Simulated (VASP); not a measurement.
Here is a VASP 6.6.1 calculation.

INCAR

```
SYSTEM = Re
ALGO = Normal ; EDIFF = 1E-6
ENCUT = 560 ; GGA_COMPAT = .False.
ISIF = 2 ; ISMEAR = 0
LASPH = .True. ; LCHARG = .True.
LELF = .True. ; LREAL = .False.
LVHAR = .True. ; LWAVE = .False.
NBANDS = 14 ; NELM = 120
PREC = Accurate ; SIGMA = 0.05
```

KPOINTS

```
k-points
0
Gamma
  10 10 10
  0 0 0
```

The input POSCAR:

```
Re
1.0
    0.0000000000      1.9302359518      1.9302359518
    1.9302359518      0.0000000000      1.9302359518
    1.9302359518      1.9302359518      0.0000000000
Re
1
Direct
    0.0000000000      0.0000000000      0.0000000000
```

Potentials or basis: VASP PAW LDA potentials, release 64 (Re_sv_GW).

Run with:

```console
$ cat potpaw_LDA.64/Re_sv_GW/POTCAR > POTCAR
$ mpirun -np 1 vasp_std > vasp.out
```

Task: Estimate the band gap on the k mesh.

Result: Zero (an odd number of electrons rules out a gap without spin polarisation).

Task: What does it give for the pressure?

Result: 0.2 GPa.

Caveat: spin-orbit coupling is left out, which moves the levels of the heavy elements.
